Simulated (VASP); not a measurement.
Here is a VASP 6.6.1 calculation.

INCAR

```
SYSTEM = LiF
  PREC = Accurate
  ENCUT = 520
  EDIFF = 1E-8
  ISMEAR = 0
  SIGMA = 0.01
  LREAL = .False.
  LASPH = .True.
  NELM = 60
  ALGO = Normal
  ISIF = 2
  LWAVE = .False.
  LCHARG = .False.
  GGA = PE
  IBRION = 8
  NSW = 1
  LEPSILON = .True.
```

Contents of KPOINTS:

```
Automatic mesh
0
Gamma
  12 12 12
  0 0 0
```

The input POSCAR:

```
LiF
1.0
    0.0000000000      2.0339978206      2.0339978206
    2.0339978206      0.0000000000      2.0339978206
    2.0339978206      2.0339978206      0.0000000000
Li F
1 1
Direct
    0.5000000000      0.5000000000      0.5000000000
    0.0000000000      0.0000000000      0.0000000000
```

Potentials or basis: VASP PAW PBE potentials, release 64 (Li_sv, F).

The run is started by

```console
$ cat potpaw_PBE.64/Li_sv/POTCAR potpaw_PBE.64/F/POTCAR > POTCAR
$ mpirun -np 1 vasp_std > vasp.out
```

(1) Predict the electronic dielectric tensor (diagonal).

(2) Estimate the Born charges (mean of the diagonal).

(3) What does it give for the highest phonon frequency at Γ, LO-TO splitting left out?

Answers

(1) 2.05.

(2) Li +1.05; F -1.05 e.

(3) 272 cm⁻¹.
